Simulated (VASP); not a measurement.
# LiOs: single point with r2SCAN

The system is LiOs.

```
Li Os
1.0
     0.00000    2.27611    2.27611
     2.27611    0.00000    2.27611
     2.27611    2.27611    0.00000
Li Os
1 1
Cartesian
  0.0000 0.0000 0.0000
  2.2761 2.2761 2.2761
```

```json
{"Program": "VASP 6.6.1", "Task": "single point", "Functional": "r2SCAN", "Potentials or basis": "VASP PAW PBE potentials, release 64 (Li_sv, Os_sv_GW)", "Cutoff": "830 eV", "k mesh": "20 × 20 × 20", "Occupations": "gaussian, width 0.1 eV", "Spin": "no spin polarisation"}
```

```
Pressure               : 2.2 GPa
Band gap on the k mesh : zero (an odd number of electrons rules out a gap without spin polarisation)
```

Levels at points of the mesh, in eV from the Fermi level:
```tsv
k point	band 6	band 7	band 8	band 9	band 10	band 11	band 12	band 13
(0.00, 0.00, 0.00)	-7.59	-2.01	-2.01	-2.01	-0.96	-0.96	11.23	11.23
(0.50, 0.00, 0.00)	-5.98	-2.79	-2.79	0.39	0.63	0.63	3.23	13.56
(0.50, 0.50, 0.00)	-4.18	-3.74	-0.79	0.21	1.22	1.22	4.98	5.89
```

It took 24 min on 1 thread of Intel(R) Xeon(R) Platinum 8175M CPU @ 2.50GHz (Skylake/Cascade Lake), on a shared host, peak memory 0.34 GiB.

Caveat: the PAW data sets were made with another functional, which shifts forces and pressure a little; spin-orbit coupling is left out, which moves the levels of the heavy elements.
